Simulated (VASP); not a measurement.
# WC (Qusongite) (P-6m2) in VASP: further runs, part 2 of 2

VASP 6.6.1.

### 4 Single point, PBE (volume scaled by 1.04)

Contents of INCAR:

```
ALGO     = Normal         # electronic algorithm
EDIFF    = 1E-7           # SCF threshold, eV
ENCUT    = 520            # plane-wave cutoff, eV
GGA      = PE             # functional
ISIF     = 2              # what is computed and relaxed
ISMEAR   = -1             # smearing method
LASPH    = True           # aspherical terms in the spheres
LCHARG   = False          # write CHGCAR
LREAL    = False          # projectors in reciprocal space
LWAVE    = False          # write WAVECAR
NBANDS   = 16             # bands
NELM     = 80             # most SCF steps
PREC     = Accurate       # precision mode
SIGMA    = 0.05           # smearing width, eV
```

Contents of KPOINTS:

```
k-points
0
Gamma
  10 10 9
```

Contents of POSCAR:

```
WC
1.0
    2.9447478072      0.0000000000      0.0000000000
   -1.4723739036      2.5502264088      0.0000000000
    0.0000000000      0.0000000000      2.8739279649
W C
1 1
Direct
    0.0000000000      0.0000000000      0.0000000000
    0.6666666667      0.3333333333      0.5000000000
```

Potentials or basis: VASP PAW PBE potentials, release 64 (W_sv, C).

Launch:

```sh
cat potpaw_PBE.64/W_sv/POTCAR potpaw_PBE.64/C/POTCAR > POTCAR
mpirun -np 1 vasp_std > vasp.out
```

OUTCAR:

```text
EDIFF = 1E-7
   ENCUT = 520
   GGA = PE
   ISIF = 2
   ISMEAR = -1
   LASPH = True
   LREAL = False
   NELM = 80
   PREC = Accurate

 ion  position               nearest neighbor table
   1  0.000  0.000  0.000-   2 2.23   2 2.23   2 2.23   2 2.23   2 2.23   2 2.23
   2  0.667  0.333  0.500-   1 2.23   1 2.23   1 2.23   1 2.23   1 2.23   1 2.23

  LATTYP: Found a hexagonal cell.
 ALAT       =     2.9447478072
 C/A-ratio  =     0.9759504559

  Lattice vectors:

 A1 = (   2.9447478072,   0.0000000000,   0.0000000000)
 A2 = (  -1.4723739036,   2.5502264088,   0.0000000000)
 A3 = (   0.0000000000,   0.0000000000,   2.8739279649)

Analysis of symmetry for initial positions (statically):
=====================================================================
 Subroutine PRICEL returns:
 Original cell was already a primitive cell.

 Routine SETGRP: Setting up the symmetry group for a
 hexagonal supercell.

 Subroutine GETGRP returns: Found 12 space group operations
 (whereof 12 operations were pure point group operations)
 out of a pool of 24 trial point group operations.

The static configuration has the point symmetry D_3h.

Analysis of symmetry for dynamics (positions and initial velocities):
=====================================================================
 Subroutine PRICEL returns:
 Original cell was already a primitive cell.

 Routine SETGRP: Setting up the symmetry group for a
 hexagonal supercell.

 Subroutine GETGRP returns: Found 12 space group operations
 (whereof 12 operations were pure point group operations)
 out of a pool of 24 trial point group operations.

The dynamic configuration has the point symmetry D_3h.

 Subroutine INISYM returns: Found 12 space group operations
 (whereof 12 operations are pure point group operations),
 and found     1 'primitive' translations

[... 101 lines left out ...]
   ISYM   =      2    0-nonsym 1-usesym 2-fastsym
   POTIM  = 0.5000    time-step for ionic-motion
   TEBEG  =    0.0;   TEEND  =   0.0 temperature during run
   PSTRESS=    0.0 pullay stress
   NELECT =      18.0000    total number of electrons
   NUPDOWN=      -1.0000    fix difference up-down
   EMIN   =  10.00;   EMAX   =-10.00  energy-range for DOS
[... 5 lines left out ...]
     AMIX     =   0.40;   BMIX     =  1.00
     AMIX_MAG =   1.60;   BMIX_MAG =  1.00
  volume/ion in A,a.u.               =      10.79        72.82
  Fermi-wavevector in a.u.,A,eV,Ry     =   1.540984  2.912037 32.308820  2.374631
  Thomas-Fermi vector in A             =   2.646994
   LORBIT       =      0    0 simple, 1 ext, 2 COOP (PROOUT), +10 PAW based schemes
   GGA     = PE    functional components
   LHFCALC =     F    Hartree Fock is set to
   AEXX    =    0.0000 exact exchange contribution
   IVDW    =     0    specifies the selected vdW correction
   LEPSILON=     F    determine dielectric tensor
   LRPA    =     F    only Hartree local field effects (RPA)
 non-spin polarized calculation
  energy-cutoff  :      520.00
  volume of cell :       21.58
 maximum number of plane-waves:       599
 NGX is ok and might be reduce to    24
   NGX = 11   NGY = 11   NGZ = 11

 number of electron      18.0000000 magnetization

 Free energy of the ion-electron system (eV)
  ---------------------------------------------------
  ext. energy  EPLUGINS =         0.00000000
  ---------------------------------------------------
  free energy    TOTEN  =       -22.44154818 eV

  energy without entropy =      -22.43958403  energy(sigma->0) =      -22.44056610

 E-fermi :  10.5348     XC(G=0): -13.5827

 val. band max:       10.4547785046   @ k =   0.0000   0.0000   0.3333
 cond. band min:      10.5534836877   @ k =   0.1000   0.0000   0.3333
 fundamental gap:      0.0987051831
 Fermi energy:        10.5347905129

 k-point     1 :       0.0000    0.0000    0.0000
  band No.  band energies     occupation
      1     -63.5600      2.00000
      2     -27.5434      2.00000
      3     -27.4495      2.00000
      4     -27.4495      2.00000
      5      -3.6262      2.00000
      6       6.4316      2.00000
[... 433 lines left out ...]
      3     -27.6463      2.00000
      4     -27.5203      2.00000
      5      -0.3308      2.00000
      6       3.8460      2.00000
[... 8 lines left out ...]
     15      23.4025      0.00000
     16      27.5016      0.00000

 [... further k-points ...]
[... 5 lines left out ...]
  --------------------------------------------------------------------------------------
  -------------------------------------------------------------------------------------
  Total       -0.9907064     -0.9907064     -1.3771448      0.0000000     -0.0000000      0.0000000
  in kB      -73.5449418    -73.5449418   -102.2321452      0.0000000     -0.0000000      0.0000000
  external PRESSURE =     -83.1073429 kB  Pullay stress =       0.0000000 kB

 VOLUME and BASIS-vectors are now :
 -----------------------------------------------------------------------------
  energy-cutoff  :      520.00
  volume of cell :       21.58
      direct lattice vectors                 reciprocal lattice vectors
     2.944747807  0.000000000  0.000000000     0.339587654  0.196061024  0.000000000
    -1.472373904  2.550226409  0.000000000     0.000000000  0.392122047  0.000000000
     0.000000000  0.000000000  2.873927965     0.000000000  0.000000000  0.347955833

 POSITION                                       TOTAL-FORCE (eV/Angst)
 -----------------------------------------------------------------------------------
      0.00000      0.00000      0.00000        -0.000000      0.000000      0.000000
      1.47237      0.85008      1.43696         0.000000      0.000000      0.000000
 -----------------------------------------------------------------------------------
    total drift:                               -0.000000      0.000000      0.000000

  FREE ENERGIE OF THE ION-ELECTRON SYSTEM (eV)
  ---------------------------------------------------
  free  energy   TOTEN  =       -22.4415481779 eV

  energy  without entropy=      -22.4395840266  energy(sigma->0) =      -22.44056610
```

OSZICAR:

```text
N       E                     dE             d eps       ncg     rms          rms(c)
DAV:   1     0.111325312986E+03    0.11133E+03   -0.93539E+03  2240   0.124E+03
DAV:   2    -0.222390591415E+02   -0.13356E+03   -0.12907E+03  2696   0.336E+02
DAV:   3    -0.255138540540E+02   -0.32748E+01   -0.32632E+01  2456   0.501E+01
DAV:   4    -0.255313423146E+02   -0.17488E-01   -0.17487E-01  2984   0.416E+00
DAV:   5    -0.255314816190E+02   -0.13930E-03   -0.13930E-03  2440   0.349E-01    0.300E+01
DAV:   6    -0.225448957127E+02    0.29866E+01   -0.59650E+00  2704   0.259E+01    0.745E+00
DAV:   7    -0.224707425841E+02    0.74153E-01   -0.47290E-01  2352   0.525E+00    0.573E+00
DAV:   8    -0.224429391678E+02    0.27803E-01   -0.78576E-02  2488   0.239E+00    0.103E+00
DAV:   9    -0.224416239645E+02    0.13152E-02   -0.35467E-03  2464   0.476E-01    0.132E-01
DAV:  10    -0.224415514934E+02    0.72471E-04   -0.34337E-04  2688   0.209E-01    0.674E-02
DAV:  11    -0.224415495340E+02    0.19594E-05   -0.19716E-05  2512   0.382E-02    0.117E-02
DAV:  12    -0.224415482569E+02    0.12771E-05   -0.41790E-06  2512   0.177E-02    0.194E-03
DAV:  13    -0.224415481779E+02    0.78961E-07   -0.16038E-07  2552   0.329E-03
   1 F= -.22441548E+02 E0= -.22440566E+02  d E =-.196415E-02
```

Run time: 18 s. Hardware: 1 thread of AMD EPYC 7R13 (Zen 3), shared host; peak memory 0.12 GiB.

Results:

```
Free energy            : -22.4415 eV
Pressure               : -8.3 GPa
Band gap on the k mesh : zero (band 9 reaches 11.16 eV, above the bottom of band 10 at 10.03 eV)
```

Stress tensor (GPa, compression positive):
```
 -7.35   0.00   0.00
  0.00  -7.35   0.00
  0.00   0.00 -10.22
```

Caveat: spin-orbit coupling is left out, which moves the levels of the heavy elements.

### 5 Single point, PBE (volume scaled by 1.06)

Contents of INCAR:

```
SYSTEM = WC
ALGO = Normal
EDIFF = 1E-6
ENCUT = 520
GGA = PE
ISIF = 2
ISMEAR = -1
LASPH = .TRUE.
LCHARG = .FALSE.
LREAL = .FALSE.
LWAVE = .FALSE.
NBANDS = 16
NELM = 100
PREC = Accurate
SIGMA = 0.05
```

Contents of KPOINTS:

```
k-points
0
G
  10 10 9
  0 0 0
```

Contents of POSCAR:

```
WC
1.0
    2.9635046684      0.0000000000      0.0000000000
   -1.4817523342      2.5664703270      0.0000000000
    0.0000000000      0.0000000000      2.8922337321
W C
1 1
Direct
    0.0000000000      0.0000000000      0.0000000000
    0.6666666667      0.3333333333      0.5000000000
```

Launch:

```sh
cat potpaw_PBE.64/W_sv/POTCAR potpaw_PBE.64/C/POTCAR > POTCAR
mpirun -np 1 vasp_std > vasp.out
```

It took 19 s on 1 thread of AMD EPYC 7R13 (Zen 3), shared host; peak memory 0.12 GiB.

Results (log left out):

```
Free energy            : -22.4118 eV
Pressure               : -14.7 GPa
Band gap on the k mesh : zero (band 9 reaches 10.89 eV, above the bottom of band 10 at 9.78 eV)
```

Stress tensor (GPa, compression positive):
```
-13.44   0.00   0.00
  0.00 -13.44   0.00
  0.00   0.00 -17.30
```

Levels at points of the mesh, in eV from the Fermi level:
```
           k point  band 6  band 7  band 8  band 9  band 10  band 11  band 12  band 13
(0.00, 0.00, 0.00)   -4.00   -3.11   -3.11    0.06     2.96     2.96     5.29     5.29
(0.50, 0.00, 0.00)   -6.77   -3.39   -3.32   -0.45     2.15     4.17     4.49     6.49
```

Caveat: spin-orbit coupling is left out, which moves the levels of the heavy elements.

### 6 Single point, PBE

Contents of INCAR:

```
SYSTEM = WC
PREC = Accurate ; ENCUT = 520
EDIFF = 1E-6 ; ISMEAR = -1
SIGMA = 0.04 ; LREAL = .False.
LASPH = .True. ; NELM = 60
ALGO = Normal ; ISIF = 2
LWAVE = .False. ; LCHARG = .False.
GGA = PE ; NBANDS = 16
```

Contents of KPOINTS:

```
Automatic mesh
0
Gamma
  5 5 4
  0 0 0
```

Contents of POSCAR:

```
WC
1.0
    2.9065000000      0.0000000000      0.0000000000
   -1.4532500000      2.5171028361      0.0000000000
    0.0000000000      0.0000000000      2.8366000000
W C
1 1
Direct
    0.0000000000      0.0000000000      0.0000000000
    0.6666666667      0.3333333333      0.5000000000
```

Potentials or basis: VASP PAW PBE potentials, release 64 (W_sv, C).

Launch:

```sh
cat potpaw_PBE.64/W_sv/POTCAR potpaw_PBE.64/C/POTCAR > POTCAR
mpirun -np 1 vasp_std > vasp.out
```

Run time: 2.8 s. Hardware: 1 thread of Intel Xeon 6975P-C (Granite Rapids), shared host; peak memory 0.13 GiB.

Results (log left out):

| Property | Result |
| --- | --- |
| Free energy | -22.3958 eV |
| Pressure | 7.3 GPa |
| Band gap on the k mesh | zero (band 9 reaches 11.70 eV, above the bottom of band 10 at 10.48 eV) |

Stress tensor (GPa, compression positive):
```
8.19 0.00 0.00
0.00 8.19 0.00
0.00 0.00 5.60
```

Levels at points of the mesh, in eV from the Fermi level:
```csv
k point,band 5,band 6,band 7,band 8,band 9,band 10,band 11,band 12,band 13,band 14
"(0.00, 0.00, 0.00)",-15.00,-4.89,-3.89,-3.89,-0.46,2.65,2.65,5.07,5.07,5.83
"(0.00, 0.00, 0.50)",-10.97,-9.21,-2.58,-2.58,-1.16,-1.16,3.09,3.97,3.97,9.41
```

Caveat: the k points lie up to 0.55 Å⁻¹ apart; spin-orbit coupling is left out, which moves the levels of the heavy elements.

### 7 Overview

```tsv
level	spin	cell	k mesh	smearing	gap on the mesh (eV)	pressure (GPa)
PBEsol	non-collinear, zero start, SOC	a = 2.906, b = 2.907, c = 2.837 Å, angles 90.0, 90.0, 120.0°, 2 atoms	7 × 7 × 7	fermi-dirac 0.05 eV	-	-1.2
PBE	off	a = 2.887, b = 2.887, c = 2.818 Å, angles 90.0, 90.0, 120.0°, 2 atoms	10 × 10 × 9	fermi-dirac 0.05 eV	none	15.5
PBE	off	a = 2.945, b = 2.945, c = 2.874 Å, angles 90.0, 90.0, 120.0°, 2 atoms	10 × 10 × 9	fermi-dirac 0.05 eV	none	-8.3
PBE	off	a = 2.964, b = 2.964, c = 2.892 Å, angles 90.0, 90.0, 120.0°, 2 atoms	10 × 10 × 9	fermi-dirac 0.05 eV	none	-14.7
PBE	off	a = 2.906, b = 2.907, c = 2.837 Å, angles 90.0, 90.0, 120.0°, 2 atoms	5 × 5 × 4	fermi-dirac 0.04 eV	none	7.3
```

Alike in all rows: task single point; potentials or basis VASP PAW PBE potentials, release 64 (W_sv, C); cutoff (eV) 520.

Caveats: some runs use coarse meshes; spin-orbit coupling is left out, which moves the levels of the heavy elements (some runs); the PAW data sets were made with another functional, which shifts forces and pressure a little (some runs).

Total energies depend on the potentials used, so only differences within one code and one set of settings carry meaning.
